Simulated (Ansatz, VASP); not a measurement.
Two plane-wave programs on HfO2

POSCAR

```
HfO2
1.0
    4.8382821842      0.0000000000      0.0000000000
    0.0000000000      4.8382821842      0.0000000000
    0.0000000000      0.0000000000      3.1234097095
Hf O
2 4
Direct
    0.0000000000      0.0000000000      0.0000000000
    0.5000000000      0.5000000000      0.5000000000
    0.3031307319      0.3031307319      0.0000000000
    0.1968692681      0.8031307319      0.5000000000
    0.8031307319      0.1968692681      0.5000000000
    0.6968692681      0.6968692681      0.0000000000
```

Contents of INCAR.step1:

```
SYSTEM = HfO2
ALGO = Normal
EDIFF = 1E-4
ENCUT = 520
GGA = PE
ISMEAR = 0
LASPH = .True.
LCHARG = .False.
LREAL = .False.
LWAVE = .True.
NBANDS = 31
NELM = 100
PREC = Accurate
SIGMA = 0.01
```

Contents of INCAR.step2:

```
SYSTEM = HfO2
ALGO = Normal
EDIFF = 1E-6
ENCUT = 520
ISIF = 2
ISMEAR = 0
ISTART = 1
LASPH = .True.
LCHARG = .False.
LMIXTAU = .True.
LREAL = .False.
LWAVE = .False.
METAGGA = R2SCAN
NBANDS = 31
NELM = 100
PREC = Accurate
SIGMA = 0.01
```

Contents of KPOINTS:

```
k-points
0
Gamma
  6 6 8
  0 0 0
```

Input for Ansatz:

```yaml
crystal:
  lattice:
    - [4.8382821842, 0.0, 0.0]
    - [0.0, 4.8382821842, 0.0]
    - [0.0, 0.0, 3.1234097095]
  atoms:
    - { symbol: Hf, position: [0.0, 0.0, 0.0] }
    - { symbol: Hf, position: [0.5, 0.5, 0.5] }
    - { symbol: O, position: [0.3031307319, 0.3031307319, 0.0] }
    - { symbol: O, position: [0.1968692681, 0.8031307319, 0.5] }
    - { symbol: O, position: [0.8031307319, 0.1968692681, 0.5] }
    - { symbol: O, position: [0.6968692681, 0.6968692681, 0.0] }
kpoints:
  mp_grid: { grid: [6, 6, 8] }
  band_path:
    path:
      - [0.0, 0.0, 0.0]
      - [0.0, 0.5, 0.0]
      - [0.5, 0.5, 0.0]
      - [0.0, 0.0, 0.5]
      - [0.0, 0.5, 0.5]
      - [0.5, 0.5, 0.5]
    npoints: 1
hamiltonian:
  xc: r2scan
scf:
  occupations: { method: fixed }
  n_extra_bands: 5
output:
  forces: true
  stress: true
  eigenvalues: true
  write_density: true
  write_potential: true
  elf: true
  volumetric_format: npy
```

Change from the starting cell: uniaxial_z strain -3.0%.

Alike in both runs: task single point; functional r2SCAN; k mesh 6 × 6 × 8; no spin polarisation.

|  | VASP | Ansatz |
| --- | --- | --- |
| version | VASP 6.6.1 | Ansatz 0.2.0 |
| potentials or method | VASP PAW PBE potentials, release 64 (Hf_pv, O) | plane waves, PAW |
| plane-wave cutoff (eV) | 520 | 500 |
| occupations | gaussian, width 0.01 eV | fixed |
| valence electrons in the cell | 44 | 76 |

Ansatz gave:

* gap on the k mesh at the Fermi level (eV): 4.52
* pressure (GPa): 8.6
* traceless stress, the component that is largest in VASP (GPa): 7.24
* rms of the force components (eV/Å): 0.000

Problem. Which values does VASP return?

Solution. gap on the k mesh at the Fermi level (eV): 4.45; pressure (GPa): 5.3; traceless stress, the component that is largest in VASP (GPa): 6.76; rms of the force components (eV/Å): 0.031.

VASP's potentials were made for PBE, not for r2SCAN. Atom by atom the forces differ by 0.031 eV/Å (rms over components). VASP's potentials hold 44 valence electrons a cell and Ansatz's 76, so a difference there can come from the potentials and not from the codes.

Neither program's run includes spin-orbit coupling.
